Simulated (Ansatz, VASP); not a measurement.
**One calculation of Zr2TeSe, two programs**

The input INCAR:

```
SYSTEM = Zr2TeSe
PREC     = Accurate       ! precision mode
ENCUT    = 520            ! plane-wave cutoff, eV
EDIFF    = 1E-7           ! SCF threshold, eV
ISMEAR   = 0              ! smearing method
SIGMA    = 0.1            ! smearing width, eV
LREAL    = .False.        ! projectors in reciprocal space
LASPH    = .True.         ! aspherical terms in the spheres
NELM     = 150            ! most SCF steps
ALGO     = Normal         ! electronic algorithm
ISIF     = 2              ! what is computed and relaxed
LWAVE    = .False.        ! write WAVECAR
LCHARG   = .False.        ! write CHGCAR
ISPIN    = 2              ! spin polarisation
MAGMOM   = 1 1 0 0        ! initial moments
LORBIT   = 11             ! projections on sites
LMAXMIX  = 4              ! l up to which the mixer works
GGA      = PE             ! functional
NBANDS   = 30             ! bands
```

KPOINTS

```
regular mesh
0
Gamma
  6 6 2
  0 0 0
```

POSCAR

```
Zr2TeSe
1.0
    3.6309839409      0.0000000000      0.0000000000
   -1.8154919704      3.1445243335      0.0000000000
    0.0000000000      0.0000000000      7.7013090089
Zr Te Se
2 1 1
Direct
    0.6666666667      0.3333333333      0.2340573489
    0.6666666667      0.3333333333      0.7659426511
    0.0000000000      0.0000000000      0.5000000000
    0.3333333333      0.6666666667      0.0000000000
```

Input for Ansatz:

```yaml
crystal:
  lattice:
    - [3.6309839409, 0.0, 0.0]
    - [-1.8154919704, 3.1445243335, 0.0]
    - [0.0, 0.0, 7.7013090089]
  atoms:
    - { symbol: Zr, position: [0.6666666667, 0.3333333333, 0.2340573489], spin: 1.0 }
    - { symbol: Zr, position: [0.6666666667, 0.3333333333, 0.7659426511], spin: 1.0 }
    - { symbol: Te, position: [0.0, 0.0, 0.5] }
    - { symbol: Se, position: [0.3333333333, 0.6666666667, 0.0] }
basis:
  ecutwfc: 420
kpoints:
  mp_grid: { grid: [6, 6, 2] }
hamiltonian:
  xc: pbe
scf:
  occupations: { method: gaussian, width: 0.1 }
  lower_state_search: "off"
output:
  forces: true
  stress: true
  eigenvalues: true
  populations: true
magnetization:
  spin_polarized: true
```

Change from the starting cell: species swapped into the Co2SbAs type (P-6m2, No. 187).

Alike in both runs: task single point; functional PBE; k mesh 6 × 6 × 2; occupations gaussian, width 0.1 eV; collinear spin.

|  | VASP | Ansatz |
| --- | --- | --- |
| version | VASP 6.6.1 | Ansatz 0.2.0 |
| potentials or method | VASP PAW PBE potentials, release 64 (Zr_sv, Te, Se), cutoff 520 eV | scalar-relativistic, plane waves, PAW |
| valence electrons in the cell | 36 | 56 |

|  | VASP | Ansatz | Ansatz less VASP |
| --- | --- | --- | --- |
| gap on the k mesh at the Fermi level (eV) | none | none | - |
| pressure (GPa) | 0.3 | 0.3 | -0.07 |
| traceless stress, the component that is largest in VASP (GPa) | 0.11 | 0.09 | -0.021 |
| rms of the force components (eV/Å) | 0.002 | 0.005 | +0.0026 |
| net moment per atom (μB) | 0.00 | 0.00 | 0.000 |

Atom by atom the forces differ by 0.003 eV/Å (rms over components). A gap of «none» marks a metal or a gap that the smearing closes. VASP's potentials hold 36 valence electrons a cell and Ansatz's 56, so a difference there can come from the potentials and not from the codes. Ansatz's warnings: seeded moment not kept.

The k mesh is coarse, so the values compare programs but aren't converged. Spin-orbit coupling is off throughout.
